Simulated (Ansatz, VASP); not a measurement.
This is a calculation of SiC for Ansatz 0.2.0.

input.yaml

```yaml
crystal:
  lattice:
    - [3.095, 0.0, 0.0]
    - [-1.5475, 2.6803486247, 0.0]
    - [0.0, 0.0, 15.17]
  atoms:
    - { symbol: Si, position: [0.6666666667, 0.3333333333, 0.4583] }
    - { symbol: Si, position: [0.3333333333, 0.6666666667, 0.9583] }
    - { symbol: Si, position: [0.6666666667, 0.3333333333, 0.7917] }
    - { symbol: Si, position: [0.3333333333, 0.6666666667, 0.2917] }
    - { symbol: Si, position: [0.0, 0.0, 0.625] }
    - { symbol: Si, position: [0.0, 0.0, 0.125] }
    - { symbol: C, position: [0.6666666667, 0.3333333333, 0.3333] }
    - { symbol: C, position: [0.3333333333, 0.6666666667, 0.8333] }
    - { symbol: C, position: [0.6666666667, 0.3333333333, 0.6667] }
    - { symbol: C, position: [0.3333333333, 0.6666666667, 0.1667] }
    - { symbol: C, position: [0.0, 0.0, 0.5] }
    - { symbol: C, position: [0.0, 0.0, 0.0] }
hamiltonian:
  xc: { exchange: b88, correlation: pbe }
  pseudopotentials: { kind: paw }
kpoints:
  mp_grid: { grid: [10, 10, 2] }
scf:
  occupations: { method: fermi_dirac, width: 0.05 }
output:
  forces: true
  stress: true
  eigenvalues: true
```

Potentials or basis: Ansatz PAW.

Launch:

```bash
$ ansatz run input.yaml --threads 2 --pin off --max-ram 5120MiB --backend cpu --events-out ev --progress --plain --runs-dir out
```

Task: Set up the same calculation for VASP 6.6.1. Potentials there: VASP PAW PBE potentials, release 64 (Si, C).

Result: As run (the cutoff follows the program's own potentials):

INCAR

```
PREC = Accurate
ENCUT = 600
EDIFF = 1E-6
ISMEAR = -1
SIGMA = 0.05
LREAL = False
LASPH = True
NELM = 120
ALGO = Normal
ISIF = 2
LWAVE = False
LCHARG = False
GGA = LIBXC
LIBXC1 = GGA_X_B88
LIBXC2 = GGA_C_PBE
NBANDS = 36
GGA_COMPAT = False
```

KPOINTS

```
Automatic mesh
0
Gamma
  10 10 2
```

File POSCAR:

```
SiC
1.0
    3.0950000000      0.0000000000      0.0000000000
   -1.5475000000      2.6803486247      0.0000000000
    0.0000000000      0.0000000000     15.1700000000
Si C
6 6
Direct
    0.6666666667      0.3333333333      0.4583000000
    0.3333333333      0.6666666667      0.9583000000
    0.6666666667      0.3333333333      0.7917000000
    0.3333333333      0.6666666667      0.2917000000
    0.0000000000      0.0000000000      0.6250000000
    0.0000000000      0.0000000000      0.1250000000
    0.6666666667      0.3333333333      0.3333000000
    0.3333333333      0.6666666667      0.8333000000
    0.6666666667      0.3333333333      0.6667000000
    0.3333333333      0.6666666667      0.1667000000
    0.0000000000      0.0000000000      0.5000000000
    0.0000000000      0.0000000000      0.0000000000
```

Potentials or basis: VASP PAW PBE potentials, release 64 (Si, C).

Run with:

```console
$ cat potpaw_PBE.64/Si/POTCAR potpaw_PBE.64/C/POTCAR > POTCAR
$ mpirun -np 1 vasp_std > vasp.out
```

Both were run:

|  | VASP | Ansatz | Ansatz less VASP |
| --- | --- | --- | --- |
| gap on the k mesh at the Fermi level (eV) | 2.03 | 2.03 | +0.005 |
| least direct gap on the mesh (eV) | 3.12 | 3.13 | +0.007 |
| pressure (GPa) | 0.2 | 0.4 | +0.20 |
| traceless stress, the component that is largest in VASP (GPa) | 0.52 | 0.52 | -0.006 |
| rms of the force components (eV/Å) | 0.039 | 0.039 | 0.0000 |

VASP's potentials were made for PBE, not for b88 exchange, pbe correlation. Atom by atom the forces differ by 0.000 eV/Å (rms over components). The functional is the same, so the differences come from potentials, cutoffs and numerics.
